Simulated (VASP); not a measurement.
**NaH: relaxation of cell and atoms with PBEsol**

NaH:

```xyz
2
Lattice="0.0000 2.4160 2.4160 2.4160 0.0000 2.4160 2.4160 2.4160 0.0000" Properties=species:S:1:pos:R:3 pbc="T T T"
Na    0.0000    0.0000    0.0000
H     2.4160    2.4160    2.4160
```

```json
{
 "Program": "VASP 6.6.1",
 "Task": "relaxation of cell and atoms",
 "Functional": "PBEsol",
 "Potentials or basis": "VASP PAW PBE potentials, release 64 (Na_pv, H)",
 "Cutoff": "600 eV",
 "k mesh": "8 × 8 × 8",
 "Occupations": "fermi-dirac, width 0.02 eV",
 "Spin": "no spin polarisation",
 "Dipole correction": "no",
 "Further INCAR settings": "ALGO = Normal; EDIFF = 1e-06; IBRION = 2; EDIFFG = -0.005; NSW = 80; ISIF = 3"
}
```

```json
{
 "Relaxed volume": "13.77 Å³/atom",
 "Relaxed cell": "a = 3.390 Å, b = 3.390 Å, c = 3.390 Å, α = 60.00°, β = 60.00°, γ = 60.00°",
 "Space group after relaxing (to 0.05 Å)": "Fm-3m (No. 225)",
 "Energy gained by relaxing": "0.6 meV/atom",
 "Ionic steps": "6",
 "Pressure after relaxing": "0.0 GPa",
 "Band gap on the k mesh": "3.60 eV, indirect (least direct gap 4.51 eV)"
}
```

The path:
| step | energy change (eV) | largest force (eV/Å) | pressure (GPa) | volume (Å³) |
| --- | --- | --- | --- | --- |
| 1 | 0.0000 | 0.0000 | -0.57 | 28.21 |
| 2 | -0.0006 | 0.0000 | -0.32 | 28.00 |
| 3 | -0.0009 | 0.0000 | -0.26 | 27.89 |
| 4 | -0.0012 | 0.0000 | -0.11 | 27.66 |
| 5 | -0.0009 | 0.0000 | 0.29 | 27.22 |
| 6 | -0.0012 | 0.0000 | -0.03 | 27.54 |

Final structure:
```
Na H
1.0
     0.00000    2.39693    2.39693
     2.39693    0.00000    2.39693
     2.39693    2.39693    0.00000
Na H
1 1
Direct
  0.00000 0.00000 0.00000
  0.50000 0.50000 0.50000
```

Levels at points of the mesh, in eV from the valence-band top:
```tsv
k point	band 1	band 2	band 3	band 4	band 5	band 6	band 7	band 8
(0.00, 0.00, 0.00)	-21.96	-21.96	-21.96	-3.79	10.63	15.58	15.58	15.58
(0.50, 0.00, 0.00)	-22.06	-21.97	-21.97	-0.91	3.60	10.79	13.38	13.38
(0.50, 0.50, 0.00)	-22.05	-21.99	-21.99	-0.19	4.46	9.86	10.65	10.65
```

It took 21 s on 1 thread of Intel Xeon 6975P-C (shared host), peak memory 0.15 GiB.

Caveat: the PAW data sets were made with another functional, which shifts forces and pressure a little. A k mesh can miss the band edges.
